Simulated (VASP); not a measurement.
Input of a VASP 6.6.1 run:

INCAR

```
SYSTEM = GdY2O2
ALGO = Normal
EDIFF = 1E-7
ENCUT = 520
GGA = PE
ISIF = 2
ISMEAR = 0
ISPIN = 2
LASPH = .True.
LCHARG = .False.
LMAXMIX = 6
LORBIT = 11
LREAL = .False.
LWAVE = .False.
MAGMOM = -0.23 -0.23 6.81 -0.34 -0.34
NBANDS = 38
NELM = 150
PREC = Accurate
SIGMA = 0.1
```

File KPOINTS:

```
k-points
0
Gamma
  6 6 4
  0 0 0
```

File POSCAR:

```
GdY2O2
1.0
    6.0224731623      0.0000000000      0.0000000000
   -3.0112365811      5.2156147521      0.0000000000
    0.0000000000      0.0000000000      9.0493757701
Y Gd O
2 1 2
Direct
    0.3333333333      0.6666666667      0.5000000000
    0.6666666667      0.3333333333      0.5000000000
    0.0000000000      0.0000000000      0.5000000000
    0.0000000000      0.0000000000      0.7134560094
    0.0000000000      0.0000000000      0.2865439906
```

Potentials or basis: VASP PAW PBE potentials, release 64 (Y_sv, Gd, O).

Run with:

```bash
$ cat potpaw_PBE.64/Y_sv/POTCAR potpaw_PBE.64/Gd/POTCAR potpaw_PBE.64/O/POTCAR > POTCAR
$ mpirun -np 1 vasp_std > vasp.out
```

(1) What does it give for the pressure?

(2) What does it give for the net moment?

(3) Estimate the largest force.

Results:

(1) 0.2 GPa.

(2) 5.36 μB per cell.

(3) 0.269 eV/Å.

Caveat: a cell with one magnetic atom can't hold antiferromagnetic order, which such compounds often take.
